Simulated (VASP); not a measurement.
Write the native input for VASP 6.6.1 that does the following.

| Item | Value |
| --- | --- |
| Task | relaxation of shape and atoms at fixed volume |
| Functional | r2SCAN |
| Potentials or basis | VASP PAW PBE potentials, release 64 (Pb_d, O) |
| Cutoff | 600 eV |
| k mesh | 12 × 12 × 10 |
| Occupations | gaussian, width 0.05 eV |
| Spin | no spin polarisation |
| Dipole correction | no |
| Further INCAR settings | ALGO = Normal; EDIFF = 1e-06; IBRION = 2; EDIFFG = -0.01; NSW = 60; ISIF = 4 |

PbO:

```
Pb O
1.0
     3.61545    0.00000    0.00000
    -1.80772    3.13107    0.00000
     0.00000    0.00000    3.32507
Pb O
1 1
Cartesian
  0.0000 0.0000 0.0000
  1.8077 1.0437 1.6625
```

The input as run:

POSCAR

```
PbO
1.0
    3.6154477886      0.0000000000      0.0000000000
   -1.8077238943      3.1310696310      0.0000000000
    0.0000000000      0.0000000000      3.3250665567
Pb O
1 1
Direct
    0.0000000000      0.0000000000      0.0000000000
    0.6666666667      0.3333333333      0.5000000000
```

INCAR.step1

```
SYSTEM = PbO
  ALGO = Normal
  EDIFF = 1E-4
  ENCUT = 600
  GGA = PE
  ISMEAR = 0
  LASPH = .True.
  LCHARG = .False.
  LREAL = .False.
  LWAVE = .True.
  NELM = 100
  PREC = Accurate
  SIGMA = 0.05
```

INCAR.step2

```
SYSTEM = PbO
  ALGO = Normal
  EDIFF = 1E-6
  EDIFFG = -0.01
  ENCUT = 600
  IBRION = 2
  ISIF = 4
  ISMEAR = 0
  ISTART = 1
  LASPH = .True.
  LCHARG = .False.
  LMIXTAU = .True.
  LREAL = .False.
  LWAVE = .False.
  METAGGA = R2SCAN
  NELM = 100
  NSW = 60
  PREC = Accurate
  SIGMA = 0.05
```

KPOINTS

```
k-points
0
Gamma
  12 12 10
  0 0 0
```

Potentials or basis: VASP PAW PBE potentials, release 64 (Pb_d, O).

Launch:

```sh
$ cat potpaw_PBE.64/Pb_d/POTCAR potpaw_PBE.64/O/POTCAR > POTCAR
$ cp INCAR.step1 INCAR
$ mpirun -np 1 vasp_std > vasp.out
$ cp INCAR.step2 INCAR
$ mpirun -np 1 vasp_std > vasp.out
```

Results of the run:

The energy gained by relaxing is 0.1 meV/atom. The ionic steps are 2, the pressure after relaxing is -5.4 GPa and the band gap on the k mesh is 0.28 eV (least direct gap 0.35 eV).

Caveat: the PAW data sets were made with another functional, which shifts forces and pressure a little; spin-orbit coupling is left out, which moves the levels of the heavy elements.

Run time: 3.8 min on 1 thread of Intel(R) Xeon(R) Platinum 8559C (Emerald Rapids) (shared host), peak memory 0.22 GiB.
